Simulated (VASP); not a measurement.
# H (P1) in VASP: a series of runs, part 2 of 3

VASP 6.6.1.

## (3) Single point, PBE

Input file INCAR:

```
ALGO = Normal ; EDIFF = 1E-6
ENCUT = 520 ; GGA = PE
ISIF = 2 ; ISMEAR = -1
LASPH = T ; LCHARG = F
LREAL = Auto ; LWAVE = F
NBANDS = 22 ; NELM = 60
PREC = Accurate ; SIGMA = 0.1551
```

Input file KPOINTS:

```
Automatic mesh
0
Gamma
  2 2 2
  0.5 0.5 0.5
```

Input file POSCAR:

```
H
1.0
   -3.3617284453      5.5705286923      0.0000000000
   -3.3617284453     -5.5705286923      0.0000000000
    3.3617284453      0.0000000000      6.4375994428
H
16
Direct
    0.7173323261      0.7295537873      1.1394784757
    0.8922508412      0.4282128400      1.0947681760
    0.1886365086      0.6582251499      1.0177270360
    0.2234029629      0.3214834199      1.0856358899
    0.1641894340      0.1935274033      0.0451999231
    0.1534606773      0.6642306880     -0.0860196421
    0.8188502364      0.3182149908     -0.0239943478
    0.6970800612      0.7254637226      0.2298796334
    0.4703788962      0.4818049212      0.5725820677
    0.6708546681      0.9747741152      0.5069666153
   -0.1121875067      0.4337883185      0.4555179343
    0.1050465256      1.0208193870      0.4751491650
    0.4921236066      0.4535367844      0.4649445848
    0.8128059471      0.0250588153      0.5551634630
    0.9998981789      0.5645759439      0.5168496471
    1.0656292908      0.1091437767      0.5249472307
```

Potentials or basis: VASP PAW PBE potentials, release 64 (H).

The run is started by

```
cat potpaw_PBE.64/H/POTCAR > POTCAR
mpirun -np 1 vasp_std > vasp.out
```

OUTCAR:

```text
EDIFF = 1E-6
   ENCUT = 520
   GGA = PE
   ISIF = 2
   ISMEAR = -1
   LASPH = T
   LREAL = Auto
   NELM = 60
   PREC = Accurate

 ion  position               nearest neighbor table
   1  0.717  0.730  0.139-   8 0.70
   2  0.892  0.428  0.095-   7 0.82
   3  0.189  0.658  0.018-   6 0.75
   4  0.223  0.321  0.086-   5 0.68
   5  0.164  0.194  0.045-   4 0.68
   6  0.153  0.664  0.914-   3 0.75
[... 8 lines left out ...]
  15  1.000  0.565  0.517-  11 0.73
  16  0.066  0.109  0.525-  12 0.78

  LATTYP: Found a face centered orthorhombic cell.
 ALAT       =     6.7234568906
 B/A-ratio  =     1.6570430310
 C/A-ratio  =     1.9149671211

  Lattice vectors:

 A1 = (   0.0000000000,  -5.5705286923,   6.4375994428)
 A2 = (  -3.3617284453,   0.0000000000,   6.4375994428)
 A3 = (  -3.3617284453,  -5.5705286923,   0.0000000000)

Analysis of symmetry for initial positions (statically):
=====================================================================
 Subroutine PRICEL returns:
 Original cell was already a primitive cell.

 Routine SETGRP: Setting up the symmetry group for a
 face centered orthorhombic supercell.

 Subroutine GETGRP returns: Found  1 space group operations
 (whereof  1 operations were pure point group operations)
 out of a pool of  8 trial point group operations.

The static configuration has the point symmetry C_1 .

Analysis of symmetry for dynamics (positions and initial velocities):
=====================================================================
 Subroutine PRICEL returns:
 Original cell was already a primitive cell.

 Routine SETGRP: Setting up the symmetry group for a
 face centered orthorhombic supercell.

 Subroutine GETGRP returns: Found  1 space group operations
 (whereof  1 operations were pure point group operations)
 out of a pool of  8 trial point group operations.

The dynamic configuration has the point symmetry C_1 .

 Subroutine INISYM returns: Found  1 space group operations
 (whereof  1 operations are pure point group operations),
 and found     1 'primitive' translations

----------------------------------------------------------------------------------------

                                     Primitive cell

  volume of cell :     241.1088

  direct lattice vectors                    reciprocal lattice vectors
    -3.361728445  5.570528692  0.000000000    -0.148733013  0.089758087  0.077668703
    -3.361728445 -5.570528692  0.000000000    -0.148733013 -0.089758087  0.077668703
     3.361728445  0.000000000  6.437599443     0.000000000  0.000000000  0.155337406

  length of vectors
     6.506305253  6.506305253  7.262499895     0.190290438  0.190290438  0.155337406

  position of ions in fractional coordinates (direct lattice)
     0.717332326  0.729553787  0.139478476
     0.892250841  0.428212840  0.094768176
     0.188636509  0.658225150  0.017727036
     0.223402963  0.321483420  0.085635890
     0.164189434  0.193527403  0.045199923
     0.153460677  0.664230688  0.913980358
[... 8 lines left out ...]
     0.999898179  0.564575944  0.516849647
     0.065629291  0.109143777  0.524947231

  ion indices of the primitive-cell ions
[... 40 lines left out ...]
 ===========================================

 Found      4 irreducible k-points:

 Following reciprocal coordinates:
            Coordinates               Weight
  0.250000  0.250000  0.250000      2.000000
 -0.250000  0.250000  0.250000      2.000000
 -0.250000  0.250000 -0.250000      2.000000
 -0.250000 -0.250000  0.250000      2.000000
   k-points           NKPTS =      4   k-points in BZ     NKDIM =      4   number of bands    NBANDS=     22
   number of dos      NEDOS =    301   number of ions     NIONS =     16
   total plane-waves  NPLWV = 124416
   dimension x,y,z NGX =    48 NGY =   48 NGZ =   54
   dimension x,y,z NGXF=    96 NGYF=   96 NGZF=  108
   ions per type =              16
   NGX,Y,Z   is equivalent  to a cutoff of  12.26, 12.26, 12.36 a.u.
   NGXF,Y,Z  is equivalent  to a cutoff of  24.53, 24.53, 24.72 a.u.
 SYSTEM =  unknown system
   PREC   = accura    normal or accurate (medium, high low for compatibility)
   ISTART =      0    job   : 0-new  1-cont  2-samecut
   ICHARG =      2    charge: 1-file 2-atom 10-const
   ISPIN  =      1    spin polarized calculation?
   LNONCOLLINEAR =      F non collinear calculations
   LSORBIT =      F    spin-orbit coupling
   LASPH  =      T    aspherical Exc in radial PAW
   ENCUT  =  520.0 eV  38.22 Ry    6.18 a.u.  12.10 12.10 13.50*2*pi/ulx,y,z
   NELM   =     60;   NELMIN=  2; NELMDL= -5     # of ELM steps
   EDIFF  = 0.1E-05   stopping-criterion for ELM
   LREAL  =      T    real-space projection
   EDIFFG = 0.1E-04   stopping-criterion for IOM
   NSW    =      0    number of steps for IOM
   IBRION =     -1    ionic relax: 0-MD 1-quasi-New 2-CG
   NFREE  =      0    steps in history (QN), initial steepest desc. (CG)
   ISIF   =      2    stress and relaxation
   ISYM   =      2    0-nonsym 1-usesym 2-fastsym
   POTIM  = 0.5000    time-step for ionic-motion
   TEBEG  =    0.0;   TEEND  =   0.0 temperature during run
   PSTRESS=    0.0 pullay stress
   NELECT =      16.0000    total number of electrons
   NUPDOWN=      -1.0000    fix difference up-down
   EMIN   =  10.00;   EMAX   =-10.00  energy-range for DOS
   EFERMI =   0.00;   METHOD = LEGACY
   ISMEAR =    -1;   SIGMA  =   0.16  broadening in eV -4-tet -1-fermi 0-gaus
   EFERMI_NEDOS =   21; number of points for ismear=-14 and -15
   IALGO  =     38    algorithm
   IMIX   =      4    mixing-type and parameters
     AMIX     =   0.40;   BMIX     =  1.00
     AMIX_MAG =   1.60;   BMIX_MAG =  1.00
  volume/ion in A,a.u.               =      15.07       101.69
  Fermi-wavevector in a.u.,A,eV,Ry     =   0.662792  1.252495  5.976945  0.439293
  Thomas-Fermi vector in A             =   1.735971
   LORBIT       =      0    0 simple, 1 ext, 2 COOP (PROOUT), +10 PAW based schemes
   GGA     = PE    functional components
   LHFCALC =     F    Hartree Fock is set to
   AEXX    =    0.0000 exact exchange contribution
   IVDW    =     0    specifies the selected vdW correction
   LEPSILON=     F    determine dielectric tensor
   LRPA    =     F    only Hartree local field effects (RPA)
 non-spin polarized calculation
  energy-cutoff  :      520.00
  volume of cell :      241.11
 maximum number of plane-waves:      6496
   NGX = 25   NGY = 25   NGZ = 27

 number of electron      15.9999999 magnetization

 Free energy of the ion-electron system (eV)
  ---------------------------------------------------
  ext. energy  EPLUGINS =         0.00000000
  ---------------------------------------------------
  free energy    TOTEN  =       -53.53694205 eV

  energy without entropy =      -53.53694205  energy(sigma->0) =      -53.53694205

 E-fermi :  -4.2615     XC(G=0):  -4.6324

 val. band max:       -7.9539081777   @ k =  -0.2500  -0.2500   0.2500
 cond. band min:       0.1542464478   @ k =  -0.2500   0.2500  -0.2500
 fundamental gap:      8.1081546255
 Fermi energy:        -4.2615380528

 k-point     1 :       0.2500    0.2500    0.2500
  band No.  band energies     occupation
      1     -10.6643      2.00000
      2     -10.1392      2.00000
      3      -9.6591      2.00000
      4      -9.2531      2.00000
      5      -9.1196      2.00000
      6      -8.9523      2.00000
[... 68 lines left out ...]
      6      -8.9274      2.00000
[... 12 lines left out ...]
     19       4.6097      0.00000
     20       4.8193      0.00000
 [bands above 20 left out]

------------------------ aborting loop because EDIFF is reached ----------------------------------------

  FORCE on cell =-STRESS in cart. coord.  units (eV):
  Direction    XX          YY          ZZ          XY          YZ          ZX
  --------------------------------------------------------------------------------------
  -------------------------------------------------------------------------------------
  Total        2.9556509      0.4232976     -1.2351647      0.4954278      0.2737344     -0.1996717
  in kB       19.6404181      2.8128297     -8.2077187      3.2921375      1.8189763     -1.3268263
  external PRESSURE =       4.7485097 kB  Pullay stress =       0.0000000 kB

 VOLUME and BASIS-vectors are now :
 -----------------------------------------------------------------------------
  energy-cutoff  :      520.00
  volume of cell :      241.11
      direct lattice vectors                 reciprocal lattice vectors
    -3.361728445  5.570528692  0.000000000    -0.148733013  0.089758087  0.077668703
    -3.361728445 -5.570528692  0.000000000    -0.148733013 -0.089758087  0.077668703
     3.361728445  0.000000000  6.437599443     0.000000000  0.000000000  0.155337406

 POSITION                                       TOTAL-FORCE (eV/Angst)
 -----------------------------------------------------------------------------------
     -4.39515     -0.06808      0.89791        -0.950341      0.235596     -1.564302
     -4.12046      2.58494      0.61008         0.742362      0.449746     -1.899000
     -2.78733     -2.61586      0.11412        -0.187131     -0.018223     -0.095826
     -1.54388     -0.54636      0.55129        -2.337001     -1.756369      1.208795
     -1.05060     -0.16343      0.29098         2.347165      1.876018     -1.238238
      0.32370     -2.84526      5.88384        -0.147104      0.013716      0.027914
[... 8 lines left out ...]
     -3.52183      2.42498      3.32727        -0.481551     -0.074854      0.305754
      1.17719     -0.24240      3.37940        -0.255504      1.189717     -0.393938
 -----------------------------------------------------------------------------------
    total drift:                               -0.000182      0.000246     -0.000310

  FREE ENERGIE OF THE ION-ELECTRON SYSTEM (eV)
  ---------------------------------------------------
  free  energy   TOTEN  =       -53.5369420498 eV

  energy  without entropy=      -53.5369420495  energy(sigma->0) =      -53.53694205
```

Run time: 29 s. Hardware: 1 thread of AMD EPYC 7R13 (Zen 3), shared host; peak memory 0.29 GiB.

Results:

| Item | Value |
| --- | --- |
| Free energy | -53.5369 eV |
| Pressure | 0.5 GPa |
| Largest force | 3.250 eV/Å |
| Band gap on the k mesh | 8.11 eV (least direct gap 8.14 eV) |

Forces in eV/Å, atoms in the order of the input:
```
H   -0.950  0.236 -1.564
H    0.742  0.450 -1.899
H   -0.187 -0.018 -0.096
H   -2.337 -1.756  1.209
H    2.347  1.876 -1.238
H   -0.147  0.014  0.028
H   -0.391 -0.545  1.928
H    1.003 -0.238  1.399
H   -0.868  0.681 -1.671
H   -0.245  0.224  0.315
H    0.453  0.089 -0.297
H   -0.137 -0.772  0.465
H    0.789 -0.686  1.708
H    0.665 -0.668 -0.198
H   -0.482 -0.075  0.306
H   -0.256  1.190 -0.394
```

Stress tensor (GPa, compression positive):
```
 1.96  0.33 -0.13
 0.33  0.28  0.18
-0.13  0.18 -0.82
```

Caveat: the k points lie up to 0.60 Å⁻¹ apart; the atoms stand as in a frame of molecular dynamics; a shifted mesh leaves out Γ, where band edges can lie; forces of over 1 eV/Å act on the atoms, so gaps and moduli don't describe the material at rest. A k mesh can miss the band edges.

[end of part 2 of 3]
